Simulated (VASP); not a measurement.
# AlN (R-3m) in VASP: further runs, part 2 of 2

VASP 6.6.1. Earlier steps stand in the parts before.

## 3. Electric field gradients, PBE (equal xy, yz and zx shear strains of +1 %)

Contents of INCAR:

```
SYSTEM = AlN
PREC = Accurate
ENCUT = 520
EDIFF = 1E-8
ISMEAR = -1
SIGMA = 0.02
LREAL = .FALSE.
LASPH = .TRUE.
NELM = 80
ALGO = Normal
ISIF = 2
LWAVE = .FALSE.
LCHARG = .FALSE.
GGA = PE
LEFG = .TRUE.
NBANDS = 11
```

Contents of KPOINTS:

```
Automatic mesh
0
G
  10 10 10
  0 0 0
```

Contents of POSCAR:

```
AlN
1.0
    0.0197800000      1.9878900000      1.9878900000
    1.9878900000      0.0197800000      1.9878900000
    1.9878900000      1.9878900000      0.0197800000
Al N
1 1
Direct
    0.0000000000      0.0000000000      0.0000000000
    0.5000000000      0.5000000000      0.5000000000
```

Potentials or basis: VASP PAW PBE potentials, release 64 (Al, N).

The run is started by

```sh
> cat potpaw_PBE.64/Al/POTCAR potpaw_PBE.64/N/POTCAR > POTCAR
> mpirun -np 1 vasp_std > vasp.out
```

OUTCAR:

```text
SYSTEM = AlN
   PREC = Accurate
   ENCUT = 520
   EDIFF = 1E-8
   ISMEAR = -1
   LREAL = .FALSE.
   LASPH = .TRUE.
   NELM = 80
   ISIF = 2
   GGA = PE

 ion  position               nearest neighbor table
   1  0.000  0.000  0.000-   2 1.98   2 1.98   2 1.98   2 1.98   2 1.98   2 1.98
   2  0.500  0.500  0.500-   1 1.98   1 1.98   1 1.98   1 1.98   1 1.98   1 1.98

  LATTYP: Found a trigonal (rhomboedric) cell.
 ALAT       =     2.8113705826
 COS(alpha) =     0.5099250056

  Lattice vectors:

 A1 = (   0.0197800000,   1.9878900000,   1.9878900000)
 A2 = (   1.9878900000,   0.0197800000,   1.9878900000)
 A3 = (   1.9878900000,   1.9878900000,   0.0197800000)

Analysis of symmetry for initial positions (statically):
=====================================================================
 Subroutine PRICEL returns:
 Original cell was already a primitive cell.

 Routine SETGRP: Setting up the symmetry group for a
 trigonal (rhombohedral) supercell.

 Subroutine GETGRP returns: Found 12 space group operations
 (whereof 12 operations were pure point group operations)
 out of a pool of 12 trial point group operations.

The static configuration has the point symmetry D_3d.

Analysis of symmetry for dynamics (positions and initial velocities):
=====================================================================
 Subroutine PRICEL returns:
 Original cell was already a primitive cell.

 Routine SETGRP: Setting up the symmetry group for a
 trigonal (rhombohedral) supercell.

 Subroutine GETGRP returns: Found 12 space group operations
 (whereof 12 operations were pure point group operations)
 out of a pool of 12 trial point group operations.

The dynamic configuration has the point symmetry D_3d.

 Subroutine INISYM returns: Found 12 space group operations
 (whereof 12 operations are pure point group operations),
 and found     1 'primitive' translations

----------------------------------------------------------------------------------------

                                     Primitive cell

  volume of cell :      15.4766

  direct lattice vectors                    reciprocal lattice vectors
     0.019780000  1.987890000  1.987890000    -0.255308518  0.252793163  0.252793163
     1.987890000  0.019780000  1.987890000     0.252793163 -0.255308518  0.252793163
     1.987890000  1.987890000  0.019780000     0.252793163  0.252793163 -0.255308518

  length of vectors
     2.811370583  2.811370583  2.811370583     0.439307644  0.439307644  0.439307644

  position of ions in fractional coordinates (direct lattice)
     0.000000000  0.000000000  0.000000000
     0.500000000  0.500000000  0.500000000

  ion indices of the primitive-cell ions
   primitive index   ion index
                 1           1
                 2           2

----------------------------------------------------------------------------------------

 KPOINTS: Automatic mesh

Automatic generation of k-mesh.
 Grid dimensions read from file:
 generate k-points for:   10   10   10

 Generating k-lattice:

  Cartesian coordinates                     Fractional coordinates (reciprocal lattice)
[... 73 lines left out ...]
   EMIN   =  10.00;   EMAX   =-10.00  energy-range for DOS
   EFERMI =   0.00;   METHOD = LEGACY
   ISMEAR =    -1;   SIGMA  =   0.02  broadening in eV -4-tet -1-fermi 0-gaus
   EFERMI_NEDOS =   21; number of points for ismear=-14 and -15
   IALGO  =     38    algorithm
   IMIX   =      4    mixing-type and parameters
     AMIX     =   0.40;   BMIX     =  1.00
     AMIX_MAG =   1.60;   BMIX_MAG =  1.00
  volume/ion in A,a.u.               =       7.74        52.22
  Fermi-wavevector in a.u.,A,eV,Ry     =   1.313851  2.482818 23.486428  1.726204
  Thomas-Fermi vector in A             =   2.444145
   LORBIT       =      0    0 simple, 1 ext, 2 COOP (PROOUT), +10 PAW based schemes
   GGA     = PE    functional components
   LHFCALC =     F    Hartree Fock is set to
   AEXX    =    0.0000 exact exchange contribution
   IVDW    =     0    specifies the selected vdW correction
   LEPSILON=     F    determine dielectric tensor
   LRPA    =     F    only Hartree local field effects (RPA)
 non-spin polarized calculation
  energy-cutoff  :      520.00
  volume of cell :       15.48
 maximum number of plane-waves:       428
 NGX is ok and might be reduce to    24
   NGX = 11   NGY = 11   NGZ = 11

 number of electron       8.0000000 magnetization

 Free energy of the ion-electron system (eV)
  ---------------------------------------------------
  ext. energy  EPLUGINS =         0.00000000
  ---------------------------------------------------
  free energy    TOTEN  =       -14.43947747 eV

  energy without entropy =      -14.43947747  energy(sigma->0) =      -14.43947747

 E-fermi :  11.3845     XC(G=0): -12.5959

 val. band max:       10.9121639078   @ k =   0.0000   0.0000   0.0000
 cond. band min:      15.8852852801   @ k =   0.5000   0.5000  -0.0000
 fundamental gap:      4.9731213724
 Fermi energy:        11.3844937920

 k-point     1 :       0.0000    0.0000    0.0000
  band No.  band energies     occupation
      1      -7.3256      2.00000
      2      10.6888      2.00000
      3      10.9122      2.00000
      4      10.9122      2.00000
      5      17.4793      0.00000
      6      22.9138      0.00000
      7      23.3745      0.00000
      8      23.3745      0.00000
      9      28.5206      0.00000
     10      29.1184      0.00000
     11      29.1184      0.00000
[... 309 lines left out ...]
 k-point    24 :       0.4000    0.3000   -0.0000
  band No.  band energies     occupation
      1      -4.0893      2.00000
      2       4.7304      2.00000
      3       7.9392      2.00000
      4       8.3049      2.00000
      5      17.1339      0.00000
      6      18.2905      0.00000
      7      23.8117      0.00000
      8      27.2246      0.00000
      9      28.1795      0.00000
     10      33.3924      0.00000
     11      36.6826      0.00000

 [... further k-points ...]
[... 5 lines left out ...]
  --------------------------------------------------------------------------------------
  -------------------------------------------------------------------------------------
  Total        2.4411577      2.4411577      2.4411577     -0.3367606     -0.3367606     -0.3367606
  in kB      252.7144175    252.7144175    252.7144175    -34.8622526    -34.8622526    -34.8622526
  external PRESSURE =     252.7144175 kB  Pullay stress =       0.0000000 kB

 VOLUME and BASIS-vectors are now :
 -----------------------------------------------------------------------------
  energy-cutoff  :      520.00
  volume of cell :       15.48
      direct lattice vectors                 reciprocal lattice vectors
     0.019780000  1.987890000  1.987890000    -0.255308518  0.252793163  0.252793163
     1.987890000  0.019780000  1.987890000     0.252793163 -0.255308518  0.252793163
     1.987890000  1.987890000  0.019780000     0.252793163  0.252793163 -0.255308518

 POSITION                                       TOTAL-FORCE (eV/Angst)
 -----------------------------------------------------------------------------------
      0.00000      0.00000      0.00000        -0.000000      0.000000     -0.000000
      1.99778      1.99778      1.99778         0.000000     -0.000000      0.000000
 -----------------------------------------------------------------------------------
    total drift:                               -0.000000     -0.000000      0.000000

  FREE ENERGIE OF THE ION-ELECTRON SYSTEM (eV)
  ---------------------------------------------------
  free  energy   TOTEN  =       -14.4394774691 eV

  energy  without entropy=      -14.4394774691  energy(sigma->0) =      -14.43947747

 Electric field gradients (V/A^2)
---------------------------------------------------------------------
 ion       V_xx      V_yy      V_zz      V_xy      V_xz      V_yz
---------------------------------------------------------------------
   1      -0.000    -0.000     0.000    -0.142    -0.142    -0.142
   2      -0.000    -0.000    -0.000     2.203     2.203     2.203
---------------------------------------------------------------------

 Electric field gradients after diagonalization (V/A^2)
 (convention: |V_zz| > |V_xx| > |V_yy|)
----------------------------------------------------------------------
 ion       V_xx      V_yy      V_zz     asymmetry (V_yy - V_xx)/ V_zz
----------------------------------------------------------------------
   1       0.142     0.142    -0.284       0.000
   2      -2.203    -2.203     4.406       0.000
----------------------------------------------------------------------

           NMR quadrupolar parameters

 Cq : quadrupolar parameter    Cq=e*Q*V_zz/h
 eta: asymmetry parameters     (V_yy - V_xx)/ V_zz
 Q  : nuclear electric quadrupole moment in mb (millibarn)
----------------------------------------------------------------------
 ion       Cq(MHz)       eta       Q (mb)
----------------------------------------------------------------------
   1      -0.001       0.000       1.000
   2       0.011       0.000       1.000
----------------------------------------------------------------------
```

OSZICAR:

```text
N       E                     dE             d eps       ncg     rms          rms(c)
DAV:   1     0.112019431961E+02    0.11202E+02   -0.40190E+03  2603   0.626E+02
DAV:   2    -0.154967973921E+02   -0.26699E+02   -0.25535E+02  3096   0.142E+02
DAV:   3    -0.162473434702E+02   -0.75055E+00   -0.74917E+00  3061   0.218E+01
DAV:   4    -0.162502419112E+02   -0.28984E-02   -0.28983E-02  2867   0.147E+00
DAV:   5    -0.162502650050E+02   -0.23094E-04   -0.23094E-04  2999   0.124E-01    0.788E+00
DAV:   6    -0.144678092106E+02    0.17825E+01   -0.71818E+00  2825   0.147E+01    0.286E+00
DAV:   7    -0.144447589757E+02    0.23050E-01   -0.22621E-01  2904   0.335E+00    0.186E+00
DAV:   8    -0.144397879467E+02    0.49710E-02   -0.14892E-02  2717   0.106E+00    0.355E-01
DAV:   9    -0.144394330265E+02    0.35492E-03   -0.14065E-03  2888   0.232E-01    0.160E-01
DAV:  10    -0.144394845507E+02   -0.51524E-04   -0.14028E-04  2839   0.854E-02    0.508E-02
DAV:  11    -0.144394776508E+02    0.69000E-05   -0.22796E-05  2987   0.274E-02    0.778E-03
DAV:  12    -0.144394774970E+02    0.15380E-06   -0.71301E-07  2774   0.714E-03    0.132E-03
DAV:  13    -0.144394774754E+02    0.21546E-07   -0.17344E-08  2895   0.858E-04    0.266E-04
DAV:  14    -0.144394774691E+02    0.63930E-08   -0.65572E-10  1477   0.215E-04
   1 F= -.14439477E+02 E0= -.14439477E+02  d E =-.109900E-12
```

Run time: 28 s. Hardware: 1 thread of Intel Xeon 8259CL, shared host; peak memory 0.14 GiB.

What came out:

- Free energy: -14.4395 eV
- Pressure: 25.3 GPa
- Band gap on the k mesh: 4.97 eV, indirect (least direct gap 6.57 eV)

Stress tensor (GPa, compression positive):
```
25.27 -3.49 -3.49
-3.49 25.27 -3.49
-3.49 -3.49 25.27
```

Electric field gradients, principal values (V/Å²):
| atom | least | middle | greatest (by size) |
| --- | --- | --- | --- |
| 1 Al | 0.142 | 0.142 | -0.284 |
| 2 N | -2.203 | -2.203 | 4.406 |

Caveat: the cell differs from its parent crystal (equal xy, yz and zx shear strains of +1 %); without QUAD_EFG the Cq values of the log hold for a quadrupole moment of 1 mb, not for the nuclei.

## 4. Electric field gradients, PBE (equal xy, yz and zx shear strains of +3 %)

Contents of INCAR:

```
PREC = Accurate
ENCUT = 520
EDIFF = 1E-8
ISMEAR = -1
SIGMA = 0.02
LREAL = False
LASPH = True
NELM = 60
ALGO = Normal
ISIF = 2
LWAVE = False
LCHARG = False
GGA = PE
LEFG = True
NBANDS = 11
```

Contents of KPOINTS:

```
Automatic mesh
0
Gamma
  10 10 10
```

Contents of POSCAR:

```
AlN
1.0
    0.0593400000      2.0076700000      2.0076700000
    2.0076700000      0.0593400000      2.0076700000
    2.0076700000      2.0076700000      0.0593400000
Al N
1 1
Direct
    0.0000000000      0.0000000000      0.0000000000
    0.5000000000      0.5000000000      0.5000000000
```

Potentials or basis: VASP PAW PBE potentials, release 64 (Al, N).

The run is started by

```sh
> cat potpaw_PBE.64/Al/POTCAR potpaw_PBE.64/N/POTCAR > POTCAR
> mpirun -np 1 vasp_std > vasp.out
```

OUTCAR:

```text
PREC = Accurate
   ENCUT = 520
   EDIFF = 1E-8
   ISMEAR = -1
   LREAL = False
   LASPH = True
   NELM = 60
   ISIF = 2
   GGA = PE

 ion  position               nearest neighbor table
   1  0.000  0.000  0.000-   2 1.98   2 1.98   2 1.98   2 1.98   2 1.98   2 1.98
   2  0.500  0.500  0.500-   1 1.98   1 1.98   1 1.98   1 1.98   1 1.98   1 1.98

  LATTYP: Found a trigonal (rhomboedric) cell.
 ALAT       =     2.8398941694
 COS(alpha) =     0.5293254421

  Lattice vectors:

 A1 = (   0.0593400000,   2.0076700000,   2.0076700000)
 A2 = (   2.0076700000,   0.0593400000,   2.0076700000)
 A3 = (   2.0076700000,   2.0076700000,   0.0593400000)

Analysis of symmetry for initial positions (statically):
=====================================================================
 Subroutine PRICEL returns:
 Original cell was already a primitive cell.

 Routine SETGRP: Setting up the symmetry group for a
 trigonal (rhombohedral) supercell.
[... 525 lines left out ...]
  volume of cell :       15.47
      direct lattice vectors                 reciprocal lattice vectors
     0.059340000  2.007670000  2.007670000    -0.260367368  0.252892706  0.252892706
     2.007670000  0.059340000  2.007670000     0.252892706 -0.260367368  0.252892706
     2.007670000  2.007670000  0.059340000     0.252892706  0.252892706 -0.260367368

 POSITION                                       TOTAL-FORCE (eV/Angst)
 -----------------------------------------------------------------------------------
      0.00000      0.00000      0.00000         0.000000     -0.000000     -0.000000
      2.03734      2.03734      2.03734        -0.000000      0.000000      0.000000
 -----------------------------------------------------------------------------------
    total drift:                               -0.000000     -0.000000      0.000000

  FREE ENERGIE OF THE ION-ELECTRON SYSTEM (eV)
  ---------------------------------------------------
  free  energy   TOTEN  =       -14.3973957378 eV

  energy  without entropy=      -14.3973957378  energy(sigma->0) =      -14.39739574

 Electric field gradients (V/A^2)
---------------------------------------------------------------------
 ion       V_xx      V_yy      V_zz      V_xy      V_xz      V_yz
---------------------------------------------------------------------
   1      -0.000    -0.000    -0.000    -0.399    -0.399    -0.399
   2      -0.000    -0.000    -0.000     6.725     6.725     6.725
---------------------------------------------------------------------

 Electric field gradients after diagonalization (V/A^2)
 (convention: |V_zz| > |V_xx| > |V_yy|)
----------------------------------------------------------------------
 ion       V_xx      V_yy      V_zz     asymmetry (V_yy - V_xx)/ V_zz
----------------------------------------------------------------------
   1       0.399     0.399    -0.799       0.000
   2      -6.725    -6.725    13.449       0.000
----------------------------------------------------------------------

           NMR quadrupolar parameters

 Cq : quadrupolar parameter    Cq=e*Q*V_zz/h
 eta: asymmetry parameters     (V_yy - V_xx)/ V_zz
 Q  : nuclear electric quadrupole moment in mb (millibarn)
----------------------------------------------------------------------
 ion       Cq(MHz)       eta       Q (mb)
----------------------------------------------------------------------
   1      -0.002       0.000       1.000
   2       0.033       0.000       1.000
----------------------------------------------------------------------
```

Run time: 29 s. Hardware: 1 thread of Intel Xeon 8259CL, shared host; peak memory 0.14 GiB.

What came out:

```
Free energy            : -14.3974 eV
Pressure               : 25.6 GPa
Band gap on the k mesh : 4.48 eV, indirect (least direct gap 6.28 eV)
```

Levels at points of the mesh, in eV from the valence-band top:
```
           k point  band 1  band 2  band 3  band 4  band 5  band 6  band 7  band 8
(0.00, 0.00, 0.00)  -18.40   -0.69    0.00    0.00    6.28   11.38   12.62   12.62
(0.50, 0.00, 0.00)  -14.78   -8.86   -1.75   -1.32    6.04   10.89   11.36   14.14
(0.50, 0.50, 0.00)  -13.79   -8.07   -3.52   -2.87    4.48    5.50   14.50   18.07
(0.50, 0.50, 0.50)  -15.12   -9.30   -1.09   -1.09    6.98   12.05   12.05   13.54
```

Electric field gradients, principal values (V/Å²):
| atom | least | middle | greatest (by size) |
| --- | --- | --- | --- |
| 1 Al | 0.399 | 0.399 | -0.799 |
| 2 N | -6.725 | -6.725 | 13.449 |

Caveat: the cell differs from its parent crystal (equal xy, yz and zx shear strains of +3 %); without QUAD_EFG the Cq values of the log hold for a quadrupole moment of 1 mb, not for the nuclei. A k mesh can miss the band edges.
